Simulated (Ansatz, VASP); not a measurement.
# WS2: VASP beside Ansatz

```
W S
1.0
     3.08927    0.00000    0.00000
    -1.54464    2.67539    0.00000
     0.00000    0.00000   12.46677
W S
2 4
Direct
  0.33333 0.66667 0.25000
  0.66667 0.33333 0.75000
  0.33333 0.66667 0.63311
  0.66667 0.33333 0.13311
  0.33333 0.66667 0.86689
  0.66667 0.33333 0.36689
```

Alike in both runs: task single point; functional PBEsol; k mesh 12 × 12 × 2; occupations gaussian, width 0.05 eV; no spin polarisation.

|  | VASP | Ansatz |
| --- | --- | --- |
| version | VASP 6.6.1 | Ansatz 0.2.0 |
| potentials or method | VASP PAW PBE potentials, release 64 (W_sv, S), cutoff 520 eV | scalar-relativistic, plane waves, PAW |
| valence electrons in the cell | 52 | 52 |

|  | VASP | Ansatz | Ansatz less VASP |
| --- | --- | --- | --- |
| gap on the k mesh at the Fermi level (eV) | 0.79 | 0.77 | -0.024 |
| least direct gap on the mesh (eV) | 1.75 | 1.74 | -0.005 |
| pressure (GPa) | 22.0 | 21.8 | -0.13 |
| traceless stress, the component that is largest in VASP (GPa) | 7.35 | 7.35 | -0.007 |
| rms of the force components (eV/Å) | 1.528 | 1.518 | -0.0096 |

VASP's potentials were made for PBE, not for PBEsol, and Ansatz warns of the same on its side. Atom by atom the forces differ by 0.010 eV/Å (rms over components).

Neither program's run includes spin-orbit coupling.
